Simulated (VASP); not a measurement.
Here is a VASP 6.6.1 calculation.

File INCAR:

```
SYSTEM = Ru
ALGO = Normal
EDIFF = 1E-7
ENCUT = 520
GGA = PE
ISIF = 2
ISMEAR = -1
LASPH = .True.
LCHARG = .True.
LELF = .True.
LREAL = .False.
LVHAR = .True.
LWAVE = .False.
NBANDS = 21
NELM = 100
PREC = Accurate
SIGMA = 0.03
```

File KPOINTS:

```
k-points
0
Gamma
  14 14 8
  0 0 0
```

File POSCAR:

```
Ru
1.0
    2.7194306515      0.0000000000      0.0000000000
   -1.3597153257      2.3550960281      0.0000000000
    0.0000000000      0.0000000000      4.2390810000
Ru
2
Direct
    0.3333333333      0.6666666667      0.2500000000
    0.6666666667      0.3333333333      0.7500000000
```

Potentials or basis: VASP PAW PBE potentials, release 64 (Ru_pv).

Launch:

```console
$ cat potpaw_PBE.64/Ru_pv/POTCAR > POTCAR
$ mpirun -np 1 vasp_std > vasp.out
```

(1) Estimate the band gap on the k mesh.

(2) Estimate the pressure.

Results:

(1) zero (band 14 reaches 14.39 eV, above the bottom of band 15 at 11.22 eV).

(2) 4.7 GPa.
